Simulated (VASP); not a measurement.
# SnSe in VASP: single point with r2SCAN

Aim: the single point of SnSe with r2SCAN.

Everything below comes from runs of VASP 6.6.1. Logs are shortened: lines on timing, memory, paths and dates and some standing lists are left out, and cuts for length are marked.

## (1) The cell of the first run

The cell holds a slab with vacuum, 4 atoms: a = 4.286 Å, b = 4.286 Å, c = 10.990 Å, α = 90.00°, β = 90.00°, γ = 90.00°.

## (2) Single point, r2SCAN (atom 1 (Sn) moved +0.175 Å towards its neighbour atom 3 (Se) at 2.678 Å)

POSCAR reads:

```
SnSe
1.0
    4.2860948229      0.0000000000      0.0000000000
    0.0000000000      4.2860948229      0.0000000000
    0.0000000000      0.0000000000     10.9898489716
Sn Se
2 2
Direct
    0.5000000000      0.0000000000      0.3873178122
    0.0000000000      0.5000000000      0.6286059735
    0.5000000000      0.0000000000      0.6150878825
    0.0000000000      0.5000000000      0.3849121175
```

INCAR.step1 reads:

```
  ALGO = Normal
  EDIFF = 1E-4
  ENCUT = 520
  GGA = PE
  ISMEAR = 0
  LASPH = True
  LCHARG = False
  LREAL = False
  LWAVE = True
  NBANDS = 28
  NELM = 80
  PREC = Accurate
  SIGMA = 0.05
```

INCAR.step2 reads:

```
  ALGO = Normal
  EDIFF = 1E-7
  ENCUT = 520
  ISIF = 2
  ISMEAR = 0
  ISTART = 1
  LASPH = True
  LCHARG = False
  LMIXTAU = True
  LREAL = False
  LWAVE = False
  METAGGA = R2SCAN
  NBANDS = 28
  NELM = 80
  PREC = Accurate
  SIGMA = 0.05
```

KPOINTS reads:

```
k-points
0
Gamma
  6 6 4
```

Potentials or basis: VASP PAW PBE potentials, release 64 (Sn_d, Se).

Started as:

```sh
$ cat potpaw_PBE.64/Sn_d/POTCAR potpaw_PBE.64/Se/POTCAR > POTCAR
$ cp INCAR.step1 INCAR
$ mpirun -np 1 vasp_std > vasp.out
$ cp INCAR.step2 INCAR
$ mpirun -np 1 vasp_std > vasp.out
```

OUTCAR:

```text
EDIFF = 1E-7
   ENCUT = 520
   ISIF = 2
   ISMEAR = 0
   ISTART = 1
   LASPH = True
   LREAL = False
   METAGGA = R2SCAN
   NELM = 80
   PREC = Accurate

 ion  position               nearest neighbor table
   1  0.500  0.000  0.387-   3 2.50   4 3.03   4 3.03   4 3.03   4 3.03
   2  0.000  0.500  0.629-   4 2.68   3 3.03   3 3.03   3 3.03   3 3.03
   3  0.500  0.000  0.615-   1 2.50   2 3.03   2 3.03   2 3.03   2 3.03
   4  0.000  0.500  0.385-   2 2.68   1 3.03   1 3.03   1 3.03   1 3.03

  LATTYP: Found a simple tetragonal cell.
 ALAT       =     4.2860948229
 C/A-ratio  =     2.5640704244

  Lattice vectors:

 A1 = (   4.2860948229,   0.0000000000,   0.0000000000)
 A2 = (   0.0000000000,   4.2860948229,   0.0000000000)
 A3 = (   0.0000000000,   0.0000000000,  10.9898489716)

Analysis of symmetry for initial positions (statically):
=====================================================================
 Subroutine PRICEL returns:
 Original cell was already a primitive cell.

 Routine SETGRP: Setting up the symmetry group for a
 simple tetragonal supercell.

 Subroutine GETGRP returns: Found  8 space group operations
 (whereof  4 operations were pure point group operations)
 out of a pool of 16 trial point group operations.

The static configuration has the point symmetry C_2v.
 The point group associated with its full space group is C_4v.

Analysis of symmetry for dynamics (positions and initial velocities):
=====================================================================
 Subroutine PRICEL returns:
 Original cell was already a primitive cell.

 Routine SETGRP: Setting up the symmetry group for a
 simple tetragonal supercell.

 Subroutine GETGRP returns: Found  8 space group operations
 (whereof  4 operations were pure point group operations)
 out of a pool of 16 trial point group operations.

The dynamic configuration has the point symmetry C_2v.
 The point group associated with its full space group is C_4v.

 Subroutine INISYM returns: Found  8 space group operations
 (whereof  4 operations are pure point group operations),
 and found     1 'primitive' translations

----------------------------------------------------------------------------------------

[... 92 lines left out ...]
   LSORBIT =      F    spin-orbit coupling
   LASPH  =      T    aspherical Exc in radial PAW
   ENCUT  =  520.0 eV  38.22 Ry    6.18 a.u.   7.97  7.97 20.43*2*pi/ulx,y,z
   NELM   =     80;   NELMIN=  2; NELMDL=  0     # of ELM steps
   EDIFF  = 0.1E-06   stopping-criterion for ELM
   LREAL  =      F    real-space projection
   EDIFFG = 0.1E-05   stopping-criterion for IOM
   NSW    =      0    number of steps for IOM
   IBRION =     -1    ionic relax: 0-MD 1-quasi-New 2-CG
   NFREE  =      0    steps in history (QN), initial steepest desc. (CG)
   ISIF   =      2    stress and relaxation
   ISYM   =      2    0-nonsym 1-usesym 2-fastsym
   POTIM  = 0.5000    time-step for ionic-motion
   TEBEG  =    0.0;   TEEND  =   0.0 temperature during run
   PSTRESS=    0.0 pullay stress
   NELECT =      40.0000    total number of electrons
   NUPDOWN=      -1.0000    fix difference up-down
   EMIN   =  10.00;   EMAX   =-10.00  energy-range for DOS
   EFERMI =   0.00;   METHOD = LEGACY
   ISMEAR =     0;   SIGMA  =   0.05  broadening in eV -4-tet -1-fermi 0-gaus
   EFERMI_NEDOS =   21; number of points for ismear=-14 and -15
   IALGO  =     38    algorithm
   IMIX   =      4    mixing-type and parameters
     AMIX     =   0.40;   BMIX     =  1.00
     AMIX_MAG =   1.60;   BMIX_MAG =  1.00
  volume/ion in A,a.u.               =      50.47       340.61
  Fermi-wavevector in a.u.,A,eV,Ry     =   0.954384  1.803524 12.392846  0.910848
  Thomas-Fermi vector in A             =   2.083125
   LORBIT       =      0    0 simple, 1 ext, 2 COOP (PROOUT), +10 PAW based schemes
   METAGGA = R2SCAN    functional components
   LHFCALC =     F    Hartree Fock is set to
   AEXX    =    0.0000 exact exchange contribution
   IVDW    =     0    specifies the selected vdW correction
   LEPSILON=     F    determine dielectric tensor
   LRPA    =     F    only Hartree local field effects (RPA)
 non-spin polarized calculation
 Gauss-broadening in eV      SIGMA  =   0.05
  energy-cutoff  :      520.00
  volume of cell :      201.89
 maximum number of plane-waves:      5484
 NGX is ok and might be reduce to    32
   NGX = 15   NGY = 15   NGZ = 41

 number of electron      40.0000020 magnetization

 Free energy of the ion-electron system (eV)
  ---------------------------------------------------
  ext. energy  EPLUGINS =         0.00000000
  ---------------------------------------------------
  free energy    TOTEN  =       -79.44229339 eV

  energy without entropy =      -79.44229339  energy(sigma->0) =      -79.44229339

 E-fermi :   0.7814     XC(G=0):  -6.1504

 val. band max:        0.5312593836   @ k =   0.3333   0.0000   0.5000
 cond. band min:       2.1164413716   @ k =   0.3333   0.0000   0.5000
 fundamental gap:      1.5851819880
 Fermi energy:         0.7813669422

 k-point     1 :       0.0000    0.0000    0.0000
  band No.  band energies     occupation
      1     -21.4925      2.00000
      2     -21.4877      2.00000
      3     -21.4323      2.00000
      4     -21.4072      2.00000
      5     -21.4072      2.00000
      6     -21.1604      2.00000
[... 733 lines left out ...]
     27       7.2507      0.00000
     28       7.4207      0.00000

 [... further k-points ...]

------------------------ aborting loop because EDIFF is reached ----------------------------------------

  FORCE on cell =-STRESS in cart. coord.  units (eV):
  Direction    XX          YY          ZZ          XY          YZ          ZX
  --------------------------------------------------------------------------------------
  -------------------------------------------------------------------------------------
  Total        0.4956481      0.4956481      3.5637959      0.0000000      0.0000000      0.0000000
  in kB        3.9334054      3.9334054     28.2818705      0.0000000      0.0000000      0.0000000
  external PRESSURE =      12.0495604 kB  Pullay stress =       0.0000000 kB

 VOLUME and BASIS-vectors are now :
 -----------------------------------------------------------------------------
  energy-cutoff  :      520.00
  volume of cell :      201.89
      direct lattice vectors                 reciprocal lattice vectors
     4.286094823  0.000000000  0.000000000     0.233312617  0.000000000  0.000000000
     0.000000000  4.286094823  0.000000000     0.000000000  0.233312617  0.000000000
     0.000000000  0.000000000 10.989848972     0.000000000  0.000000000  0.090993061

 POSITION                                       TOTAL-FORCE (eV/Angst)
 -----------------------------------------------------------------------------------
      2.14305      0.00000      4.25656         0.000000      0.000000     -1.641003
      0.00000      2.14305      6.90828         0.000000      0.000000     -0.059008
      2.14305      0.00000      6.75972         0.000000      0.000000      1.506285
      0.00000      2.14305      4.23013         0.000000      0.000000      0.193726
 -----------------------------------------------------------------------------------
    total drift:                                0.000000      0.000000     -0.000104

  FREE ENERGIE OF THE ION-ELECTRON SYSTEM (eV)
  ---------------------------------------------------
  free  energy   TOTEN  =       -79.4422933906 eV

  energy  without entropy=      -79.4422933906  energy(sigma->0) =      -79.44229339
```

OUTCAR.step1:

```text
EDIFF = 1E-4
   ENCUT = 520
   GGA = PE
   ISMEAR = 0
[... 976 lines left out ...]
      2.14305      0.00000      4.25656         0.000000      0.000000     -1.758661
      0.00000      2.14305      6.90828         0.000000      0.000000      0.095279
      2.14305      0.00000      6.75972         0.000000      0.000000      1.771857
      0.00000      2.14305      4.23013         0.000000      0.000000     -0.108474
 -----------------------------------------------------------------------------------
    total drift:                                0.000000      0.000000      0.000467

  FREE ENERGIE OF THE ION-ELECTRON SYSTEM (eV)
  ---------------------------------------------------
  free  energy   TOTEN  =       -16.0933031698 eV

  energy  without entropy=      -16.0933031698  energy(sigma->0) =      -16.09330317
```

It took 16 min on 1 thread of AMD EPYC 7R13, shared host; peak memory 0.38 GiB.

What came out:

| Quantity | Value |
| --- | --- |
| Free energy | -79.4423 eV |
| Largest force | 1.641 eV/Å |
| Band gap on the k mesh | 1.59 eV |

Forces in eV/Å, atoms in the order of the input:
```
Sn   0.000  0.000 -1.641
Sn   0.000  0.000 -0.059
Se   0.000  0.000  1.506
Se   0.000  0.000  0.194
```

Levels at points of the mesh, in eV from the valence-band top:
```tsv
k point	band 17	band 18	band 19	band 20	band 21	band 22	band 23	band 24
(0.00, 0.00, 0.00)	-3.44	-1.92	-1.92	-0.48	2.04	3.97	4.28	4.54
(0.50, 0.00, 0.00)	-2.06	-1.70	-0.57	0.00	1.67	1.89	2.06	2.36
(0.50, 0.50, 0.00)	-3.39	-3.39	-1.89	-1.88	3.87	4.64	4.80	4.80
(0.00, 0.00, 0.50)	-3.44	-1.92	-1.92	-0.48	1.90	3.97	4.54	4.54
(0.50, 0.00, 0.50)	-2.06	-1.70	-0.57	0.00	1.68	1.90	2.06	2.36
(0.50, 0.50, 0.50)	-3.39	-3.39	-1.89	-1.88	3.84	4.59	4.82	4.82
```

Caveat: the cell differs from its parent crystal (atom 1 (Sn) moved +0.175 Å towards its neighbour atom 3 (Se) at 2.678 Å); the PAW data sets were made with another functional, which shifts forces and pressure a little; spin-orbit coupling is left out, which moves the levels of the heavy elements.
